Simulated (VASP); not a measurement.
Set up this calculation in VASP 6.6.1, as the native input.

```yaml
Task: single point
Functional: PBE
Potentials_or_basis: VASP PAW PBE potentials, release 64 (Cu, O)
Cutoff: 520 eV
k_mesh: 6 × 6 × 6
Occupations: gaussian, width 0.1 eV
Spin: collinear spin, ferromagnetic start
Starting_moments: "[1.0, 1.0, 1.0, 0.0, 0.0] μB"
Dipole_correction: no
Further_INCAR_settings: ALGO = Normal; EDIFF = 1e-06; NBANDS = 34
```

The structure of Cu3O2 lies in POSCAR:

```
Cu3O2
1.0
    5.4372090382      0.0000000000      0.0000000000
   -2.7186045191      4.7087611527      0.0000000000
    0.0000000000      0.0000000000      2.7662992395
Cu O
3 2
Direct
    0.5000232942      0.0000000000      0.5000000000
    0.0000000000      0.5000232942      0.5000000000
    0.4999767058      0.4999767058      0.5000000000
    0.3333333333      0.6666666667      0.0000000000
    0.6666666667      0.3333333333      0.0000000000
```

One way to write it, as run:

INCAR

```
  ALGO = Normal
  EDIFF = 1E-6
  ENCUT = 520
  GGA = PE
  ISIF = 2
  ISMEAR = 0
  ISPIN = 2
  LASPH = True
  LCHARG = True
  LELF = True
  LMAXMIX = 4
  LORBIT = 11
  LREAL = False
  LVHAR = True
  LWAVE = False
  MAGMOM = 1 1 1 0 0
  NBANDS = 34
  NELM = 150
  PREC = Accurate
  SIGMA = 0.1
```

KPOINTS

```
k-points
0
Gamma
  6 6 6
```

Potentials or basis: VASP PAW PBE potentials, release 64 (Cu, O).

Run with:

```console
$ cat potpaw_PBE.64/Cu/POTCAR potpaw_PBE.64/O/POTCAR > POTCAR
$ mpirun -np 1 vasp_std > vasp.out
```

It gave:

The pressure is 0.2 GPa, the net moment is 0.23 μB per cell and the site moments are Cu +0.05; O +0.04 μB. The valence electrons inside the program's atomic spheres are Cu 9.85; O 4.92.

Caveat: the k points lie up to 0.38 Å⁻¹ apart.

Wall time 2.6 min on 1 thread of Intel Xeon 6975P-C, on a shared host, peak memory 0.27 GiB.
